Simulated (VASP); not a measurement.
# Mg2B (I4/mmm) in VASP: notebook

Runs on Mg2B. Level: PBE. Tasks: single point, relaxation of cell and atoms.

Program: VASP 6.6.1. These are calculated values, not measurements. Logs are shortened: lines on timing, memory, paths and dates and some standing lists are left out, and cuts for length are marked.

### Step 1. The cell of the first run

Symmetry: I4/mmm, No. 139, tetragonal system. The conventional cell has a = 3.831 Å, b = 3.831 Å, c = 6.283 Å, α = 90.00°, β = 90.00°, γ = 90.00°. Within 1.6 Å of Mg (site symmetry 4mm) lie 1 Mg at 1.17 Å. B (site symmetry 4/mmm) has 10 Mg at 2.56 to 2.77 Å within 3.4 Å.

### Step 2. Single point, PBE

Input file INCAR:

```
  PREC = Accurate
  ENCUT = 520
  EDIFF = 1E-6
  ISMEAR = 0
  SIGMA = 0.1
  LREAL = F
  LASPH = T
  NELM = 80
  ALGO = Fast
  ISIF = 2
  LWAVE = F
  LCHARG = F
  GGA = PE
  NBANDS = 10
```

Input file KPOINTS:

```
Automatic mesh
0
Gamma
  6 6 6
```

Input file POSCAR:

```
Mg2B
1.0
   -1.9155026889      1.9155026889      3.1416213766
    1.9155026889     -1.9155026889      3.1416213766
    1.9155026889      1.9155026889     -3.1416213766
Mg B
2 1
Direct
    0.5930000000      0.5930000000      0.0000000000
    0.4070000000      0.4070000000      0.0000000000
    0.0000000000      0.0000000000      0.0000000000
```

Potentials or basis: VASP PAW PBE potentials, release 64 (Mg, B).

On the command line:

```
cat potpaw_PBE.64/Mg/POTCAR potpaw_PBE.64/B/POTCAR > POTCAR
mpirun -np 1 vasp_std > vasp.out
```

OUTCAR:

```text
PREC = Accurate
   ENCUT = 520
   EDIFF = 1E-6
   ISMEAR = 0
   LREAL = F
   LASPH = T
   NELM = 80
   ISIF = 2
   GGA = PE

 ion  position               nearest neighbor table
   1  0.593  0.593  0.000-   2 1.17   3 2.56   3 2.77   3 2.77   3 2.77   3 2.77   2 3.35   2 3.35
                             2 3.35   2 3.35
   2  0.407  0.407  0.000-   1 1.17   3 2.56   3 2.77   3 2.77   3 2.77   3 2.77   1 3.35   1 3.35
                             1 3.35   1 3.35
   3  0.000  0.000  0.000-   1 2.56   2 2.56   1 2.77   2 2.77   1 2.77   1 2.77   1 2.77   2 2.77
                             2 2.77   2 2.77

 -----------------------------------------------------------------------------
|                                                                             |
|           W    W    AA    RRRRR   N    N  II  N    N   GGGG   !!!           |
|           W    W   A  A   R    R  NN   N  II  NN   N  G    G  !!!           |
|           W    W  A    A  R    R  N N  N  II  N N  N  G       !!!           |
|           W WW W  AAAAAA  RRRRR   N  N N  II  N  N N  G  GGG   !            |
|           WW  WW  A    A  R   R   N   NN  II  N   NN  G    G                |
|           W    W  A    A  R    R  N    N  II  N    N   GGGG   !!!           |
|                                                                             |
|     The distance between some ions is very small. Please check the          |
|     nearest-neighbor list in the OUTCAR file.                               |
|     I HOPE YOU KNOW WHAT YOU ARE DOING!                                     |
|                                                                             |
 -----------------------------------------------------------------------------

  LATTYP: Found a body centered tetragonal cell.
 ALAT       =     3.8310053778
 C/A-ratio  =     1.6401028277

  Lattice vectors:

 A1 = (  -1.9155026889,   1.9155026889,   3.1416213766)
 A2 = (   1.9155026889,  -1.9155026889,   3.1416213766)
 A3 = (   1.9155026889,   1.9155026889,  -3.1416213766)

Analysis of symmetry for initial positions (statically):
=====================================================================
 Subroutine PRICEL returns:
 Original cell was already a primitive cell.

 Routine SETGRP: Setting up the symmetry group for a
 body centered tetragonal supercell.

 Subroutine GETGRP returns: Found 16 space group operations
 (whereof 16 operations were pure point group operations)
 out of a pool of 16 trial point group operations.

The static configuration has the point symmetry D_4h.

Analysis of symmetry for dynamics (positions and initial velocities):
=====================================================================
 Subroutine PRICEL returns:
 Original cell was already a primitive cell.

 Routine SETGRP: Setting up the symmetry group for a
 body centered tetragonal supercell.

 Subroutine GETGRP returns: Found 16 space group operations
 (whereof 16 operations were pure point group operations)
 out of a pool of 16 trial point group operations.

The dynamic configuration has the point symmetry D_4h.

 Subroutine INISYM returns: Found 16 space group operations
 (whereof 16 operations are pure point group operations),
 and found     1 'primitive' translations

----------------------------------------------------------------------------------------

                                     Primitive cell

  volume of cell :      46.1083

  direct lattice vectors                    reciprocal lattice vectors
    -1.915502689  1.915502689  3.141621377     0.000000000  0.261028086  0.159153488
     1.915502689 -1.915502689  3.141621377     0.261028086  0.000000000  0.159153488
     1.915502689  1.915502689 -3.141621377     0.261028086  0.261028086  0.000000000

  length of vectors
     4.148263007  4.148263007  4.148263007     0.305721269  0.305721269  0.369149459

  position of ions in fractional coordinates (direct lattice)
     0.593000000  0.593000000  0.000000000
     0.407000000  0.407000000  0.000000000
     0.000000000  0.000000000  0.000000000

  ion indices of the primitive-cell ions
   primitive index   ion index
                 1           1
                 2           2
                 3           3

----------------------------------------------------------------------------------------

 KPOINTS: Automatic mesh

Automatic generation of k-mesh.
 Grid dimensions read from file:
 generate k-points for:    6    6    6

 Generating k-lattice:

  Cartesian coordinates                     Fractional coordinates (reciprocal lattice)
     0.000000000  0.043504681  0.026525581     0.166666667  0.000000000 -0.000000000
     0.043504681  0.000000000  0.026525581     0.000000000  0.166666667 -0.000000000
     0.043504681  0.043504681  0.000000000     0.000000000  0.000000000  0.166666667

  Length of vectors
     0.050953545  0.050953545  0.061524910

  Shift w.r.t. Gamma in fractional coordinates (k-lattice)
[... 97 lines left out ...]
      3       4.2674      0.00000
      4       4.7120      0.00000
      5       6.7824      0.00000
      6       8.7799      0.00000
      7       9.2633      0.00000
      8       9.3243      0.00000
      9       9.3243      0.00000
     10      11.5575      0.00000

 k-point     2 :       0.1667   -0.0000    0.0000
  band No.  band energies     occupation
      1      -5.0429      2.00000
      2       2.6572      2.00000
      3       4.2316      0.00000
      4       4.2657      0.00000
      5       7.2649      0.00000
      6       8.1044      0.00000
      7       9.3331      0.00000
      8       9.4715      0.00000
      9      10.0011      0.00000
     10      10.0503      0.00000

 k-point     3 :       0.3333   -0.0000    0.0000
  band No.  band energies     occupation
      1      -4.0553      2.00000
      2       0.1956      2.00000
      3       3.6120      0.00056
      4       4.3270      0.00000
      5       6.5607      0.00000
      6       7.6805      0.00000
      7       7.9551      0.00000
      8      10.3211      0.00000
      9      10.8319      0.00000
     10      11.6305      0.00000

 k-point     4 :       0.5000    0.0000   -0.0000
  band No.  band energies     occupation
      1      -2.9834      2.00000
      2      -1.4216      2.00000
      3       3.3660      1.02480
      4       4.4001      0.00000
      5       6.2110      0.00000
      6       7.3477      0.00000
      7       7.6545      0.00000
      8       9.8751      0.00000
      9      11.8233      0.00000
     10      13.9058      0.00000

 k-point     5 :       0.1667    0.1667    0.0000
  band No.  band energies     occupation
      1      -4.5352      2.00000
      2       2.0579      2.00000
      3       2.6456      2.00000
      4       3.9027      0.00000
      5       7.6561      0.00000
      6       8.3090      0.00000
      7       8.4406      0.00000
      8       8.6289      0.00000
      9      10.0787      0.00000
     10      12.2244      0.00000

 k-point     6 :       0.3333    0.1667    0.0000
  band No.  band energies     occupation
      1      -3.4397      2.00000
      2      -0.0712      2.00000
      3       2.4497      2.00000
      4       3.3554      1.14395
      5       6.4651      0.00000
      6       7.5072      0.00000
      7       8.7494      0.00000
      8      10.2002      0.00000
      9      11.8260      0.00000
     10      12.2573      0.00000
[... 183 lines left out ...]
 k-point    21 :      -0.3333    0.5000    0.1667
  band No.  band energies     occupation
      1      -2.5649      2.00000
      2      -0.4115      2.00000
      3       1.0804      2.00000
      4       2.2379      2.00000
      5       7.1556      0.00000
      6       8.3461      0.00000
      7       9.2126      0.00000
      8      10.7142      0.00000
      9      12.1816      0.00000
     10      12.5438      0.00000

 k-point    22 :      -0.1667    0.5000    0.1667
  band No.  band energies     occupation
      1      -3.1936      2.00000
      2      -0.6187      2.00000
      3       1.9235      2.00000
      4       3.8118      0.00000
      5       6.7980      0.00000
      6       8.0485      0.00000
      7       8.4424      0.00000
      8      10.9723      0.00000
      9      11.0419      0.00000
     10      12.7943      0.00000

 k-point    23 :      -0.3333   -0.3333    0.1667
  band No.  band energies     occupation
      1      -3.5917      2.00000
      2       0.8589      2.00000
      3       1.8285      2.00000
      4       2.1324      2.00000
      5       7.4652      0.00000
      6       8.5278      0.00000
      7       8.6953      0.00000
      8       9.8767      0.00000
      9      11.7726      0.00000
     10      12.8667      0.00000

 k-point    24 :      -0.1667   -0.3333    0.1667
  band No.  band energies     occupation
      1      -4.3658      2.00000
      2       1.4953      2.00000
      3       2.6559      2.00000
      4       3.5892      0.00178
      5       6.5533      0.00000
      6       8.2315      0.00000
      7       8.9540      0.00000
      8       9.8946      0.00000
      9      11.4693      0.00000
     10      11.9466      0.00000

 [... further k-points ...]
[... 5 lines left out ...]
  --------------------------------------------------------------------------------------
  -------------------------------------------------------------------------------------
  Total       -7.4652314     -7.4652314     28.6018250      0.0000000      0.0000000     -0.0000000
  in kB     -259.4026984   -259.4026984    993.8594264      0.0000000      0.0000000     -0.0000000
  external PRESSURE =     158.3513432 kB  Pullay stress =       0.0000000 kB

 VOLUME and BASIS-vectors are now :
 -----------------------------------------------------------------------------
  energy-cutoff  :      520.00
  volume of cell :       46.11
      direct lattice vectors                 reciprocal lattice vectors
    -1.915502689  1.915502689  3.141621377     0.000000000  0.261028086  0.159153488
     1.915502689 -1.915502689  3.141621377     0.261028086  0.000000000  0.159153488
     1.915502689  1.915502689 -3.141621377     0.261028086  0.261028086  0.000000000

 POSITION                                       TOTAL-FORCE (eV/Angst)
 -----------------------------------------------------------------------------------
      0.00000      0.00000      3.72596        -0.000000     -0.000000     27.425622
      0.00000      0.00000      2.55728         0.000000      0.000000    -27.425622
      0.00000      0.00000      0.00000         0.000000      0.000000      0.000000
 -----------------------------------------------------------------------------------
    total drift:                                0.000000     -0.000000     -0.000000

  FREE ENERGIE OF THE ION-ELECTRON SYSTEM (eV)
  ---------------------------------------------------
  free  energy   TOTEN  =         7.1104972674 eV

  energy  without entropy=        7.1199065019  energy(sigma->0) =        7.11520188
```

It took 6.7 s on 1 thread of Intel Xeon 6975P-C (Granite Rapids), shared host; peak memory 0.17 GiB.

Results:

| Quantity | Value |
| --- | --- |
| Free energy | 7.1105 eV |
| Pressure | 15.8 GPa |
| Largest force | 27.426 eV/Å |

Forces in eV/Å, atoms in the order of the input:
```
Mg    0.000   0.000  27.426
Mg    0.000   0.000 -27.426
B     0.000   0.000   0.000
```

Stress tensor (GPa, compression positive):
```
-25.94   0.00   0.00
  0.00 -25.94   0.00
  0.00   0.00  99.39
```

Levels at points of the mesh, in eV from the Fermi level:
```tsv
k point	band 1	band 2	band 3	band 4	band 5	band 6	band 7	band 8
(0.00, 0.00, 0.00)	-8.75	0.90	0.90	1.34	3.41	5.41	5.90	5.96
(0.50, 0.00, 0.00)	-6.35	-4.79	0.00	1.03	2.84	3.98	4.29	6.51
(0.50, 0.50, 0.00)	-5.23	-3.67	-1.72	-0.59	-0.20	2.07	8.50	8.69
(0.50, 0.50, 0.50)	-6.52	-4.02	-0.55	-0.55	1.71	2.82	8.30	8.88
```

Caveat: the k points lie up to 0.39 Å⁻¹ apart; forces of over 1 eV/Å act on the atoms, so gaps and moduli don't describe the material at rest.

### Step 3. Single point, PBE

This run uses another cell than the first one, of 15.31 Å³/atom, 0.996 times its volume.

Input file INCAR:

```
SYSTEM = Mg2B
  PREC = Accurate
  ENCUT = 520
  EDIFF = 1E-7
  ISMEAR = 0
  SIGMA = 0.1
  LREAL = .False.
  LASPH = .True.
  NELM = 60
  ALGO = Fast
  ISIF = 2
  LWAVE = .False.
  LCHARG = .False.
  GGA = PE
  NBANDS = 10
```

Input file KPOINTS:

```
regular mesh
0
Gamma
  6 6 6
  0 0 0
```

Input file POSCAR:

```
Mg2B
1.0
   -1.7228198662      1.7228198662      3.8686361686
    1.7228198662     -1.7228198662      3.8686361686
    1.7228198662      1.7228198662     -3.8686361686
Mg B
2 1
Direct
    0.6610845282      0.6610845282      0.0000000000
    0.3389154718      0.3389154718      0.0000000000
    0.0000000000      0.0000000000      0.0000000000
```

Potentials or basis: VASP PAW PBE potentials, release 64 (Mg, B).

On the command line:

```
cat potpaw_PBE.64/Mg/POTCAR potpaw_PBE.64/B/POTCAR > POTCAR
mpirun -np 1 vasp_std > vasp.out
```

Run time: 9.6 s. Hardware: 1 thread of Intel Xeon 6975P-C (Granite Rapids), shared host; peak memory 0.2 GiB.

Results (log left out):

```
Free energy   : -7.5315 eV
Pressure      : 0.0 GPa
Largest force : 0.008 eV/Å
```

Forces in eV/Å, atoms in the order of the input:
```
Mg   0.000  0.000  0.008
Mg   0.000  0.000 -0.008
B    0.000  0.000  0.000
```

Stress tensor (GPa, compression positive):
```
-0.17  0.00  0.00
 0.00 -0.17  0.00
 0.00  0.00  0.31
```

Levels at points of the mesh, in eV from the Fermi level:
```
           k point  band 1  band 2  band 3  band 4  band 5  band 6  band 7  band 8
(0.00, 0.00, 0.00)   -9.49   -1.30    0.03    1.32    1.32    4.19    5.56    5.56
(0.50, 0.00, 0.00)   -6.86   -5.18   -2.04   -0.22    1.90    5.03    6.88    6.98
(0.50, 0.50, 0.00)   -5.18   -3.50   -2.12   -1.36   -0.08   -0.02    4.48    6.12
(0.50, 0.50, 0.50)   -7.88   -6.31    0.63    0.63    3.26    3.77    5.92    8.62
```

Caveat: the k points lie up to 0.43 Å⁻¹ apart.

### Step 4. Relaxation of cell and atoms, PBE

Input file INCAR:

```
ALGO = Fast
EDIFF = 1E-6
EDIFFG = -0.04
ENCUT = 600
GGA = PE
IBRION = 2
ISIF = 3
ISMEAR = 0
LASPH = True
LCHARG = False
LREAL = False
LWAVE = False
NELM = 100
NSW = 90
PREC = Accurate
SIGMA = 0.1
```

Input file KPOINTS:

```
k-points
0
Gamma
  6 6 6
```

Input file POSCAR:

```
Mg2B
1.0
   -1.9155026889      1.9155026889      3.1416213766
    1.9155026889     -1.9155026889      3.1416213766
    1.9155026889      1.9155026889     -3.1416213766
Mg B
2 1
Direct
    0.5930000000      0.5930000000      0.0000000000
    0.4070000000      0.4070000000      0.0000000000
    0.0000000000      0.0000000000      0.0000000000
```

On the command line:

```
cat potpaw_PBE.64/Mg/POTCAR potpaw_PBE.64/B/POTCAR > POTCAR
mpirun -np 1 vasp_std > vasp.out
```

Wall time 2 min (1 thread of Intel Xeon 6975P-C (Granite Rapids), shared host); peak memory 0.22 GiB.

Results (log left out):

| Property | Result |
| --- | --- |
| Free energy | -5.8786 eV |
| Relaxed volume | 19.89 Å³/atom |
| Relaxed cell | a = 7.089 Å, b = 7.089 Å, c = 7.089 Å, α = 155.83°, β = 155.83°, γ = 34.45° |
| Space group after relaxing (to 0.05 Å) | I4/mmm (No. 139) |
| Energy gained by relaxing | 4329.5 meV/atom |
| Ionic steps | 25 |
| Pressure after relaxing | -0.1 GPa |

Forces on the atoms (eV/Å):
```
Mg   0.000  0.000  0.002
Mg   0.000  0.000 -0.002
B    0.000  0.000  0.000
```

Stress tensor (GPa, compression positive):
```
-0.06  0.00  0.00
 0.00 -0.06  0.00
 0.00  0.00 -0.13
```

Step by step:
| step | energy change (eV) | largest force (eV/Å) | pressure (GPa) | volume (Å³) |
| --- | --- | --- | --- | --- |
| 1 | 0.0000 | 27.4243 | 15.84 | 46.11 |
| 2 | -9.0891 | 5.0884 | 35.37 | 52.13 |
| 3 | -9.2537 | 4.6471 | 34.32 | 52.06 |
| 4 | -11.6374 | 1.7527 | -2.94 | 84.71 |
| 5 | -11.9360 | 1.4385 | 2.84 | 70.84 |
| 6 | -11.9408 | 1.5612 | 1.75 | 72.55 |
| 7 | -11.9412 | 1.5280 | 2.06 | 72.03 |
| 8 | -12.1460 | 1.0937 | -0.51 | 77.97 |
| 9 | -12.2111 | 0.7662 | -2.02 | 83.37 |
| 10 | -12.2982 | 0.3604 | -0.73 | 79.92 |
| 11 | -12.3112 | 0.0669 | 0.17 | 78.08 |
| 12 | -12.3734 | 0.0304 | 0.28 | 76.48 |
| 13 | -12.5704 | 0.2087 | 0.54 | 71.64 |
| 14 | -12.8344 | 1.1617 | 1.74 | 61.82 |
| 15 | -12.9144 | 0.8273 | 0.28 | 60.95 |
| 16 | -12.9211 | 0.6876 | -0.35 | 60.41 |
| 17 | -12.9222 | 0.7228 | -0.20 | 60.56 |
| 18 | -12.9387 | 0.6227 | -0.27 | 60.60 |
| 19 | -12.9727 | 0.3449 | -0.38 | 60.74 |
| 20 | -12.9699 | 0.2876 | -0.22 | 60.99 |
| 21 | -12.9838 | 0.0965 | -0.36 | 60.85 |
| 22 | -12.9840 | 0.0638 | -0.35 | 60.87 |
| 23 | -12.9866 | 0.0267 | -0.40 | 60.58 |
| 24 | -12.9876 | 0.0138 | -0.46 | 60.25 |
| 25 | -12.9885 | 0.0025 | -0.08 | 59.68 |

Final structure:
```
Mg B
1.0
    -1.48441    1.48441    6.77151
     1.48441   -1.48441    6.77151
     1.48441    1.48441   -6.77151
Mg B
2 1
Direct
  0.83387 0.83387 0.00000
  0.16613 0.16613 0.00000
  0.00000 0.00000 0.00000
```

Levels at points of the mesh, in eV from the Fermi level:
| k point | band 1 | band 2 | band 3 | band 4 | band 5 | band 6 | band 7 |
| --- | --- | --- | --- | --- | --- | --- | --- |
| (0.00, 0.00, 0.00) | -7.80 | -5.07 | -3.80 | 2.66 | 4.35 | 4.35 | 5.16 |
| (0.50, 0.00, 0.00) | -5.19 | -2.67 | -1.74 | -1.57 | 0.12 | 2.49 | 5.15 |
| (0.50, 0.50, 0.00) | -3.03 | -0.36 | -0.18 | 0.88 | 1.41 | 2.12 | 2.63 |
| (0.50, 0.50, 0.50) | -7.47 | -6.30 | -1.42 | -0.20 | 4.34 | 4.34 | 8.13 |

Caveat: the k points lie up to 0.50 Å⁻¹ apart in the final cell; the volume moved by over 15 % at a fixed basis, so the end points are rough.

### Step 5. The runs side by side

| task | cell | cutoff (eV) | gap on the mesh (eV) | pressure (GPa) | largest force (eV/Å) |
| --- | --- | --- | --- | --- | --- |
| single point | a = 4.148 Å, angles 125.0, 125.0, 81.5°, 3 atoms | 520 | none | 15.8 | 27.43 |
| single point | a = 4.572 Å, angles 135.7, 135.7, 64.4°, 3 atoms | 520 | none | 0.0 | 0.01 |
| relaxation of cell and atoms | relaxed from a = 4.148 Å, angles 125.0, 125.0, 81.5°, 3 atoms | 600 | none | -0.1 | - |

Alike in all rows: level PBE; potentials or basis VASP PAW PBE potentials, release 64 (Mg, B); no spin polarisation; k mesh 6 × 6 × 6; smearing gaussian 0.1 eV.

Caveats: all runs use coarse meshes; forces of over 1 eV/Å act on the atoms, so gaps and moduli don't describe the material at rest (some runs); the volume moved by over 15 % at a fixed basis, so the end points are rough (some runs).

Total energies depend on the potentials used, so only differences within one code and one set of settings carry meaning.
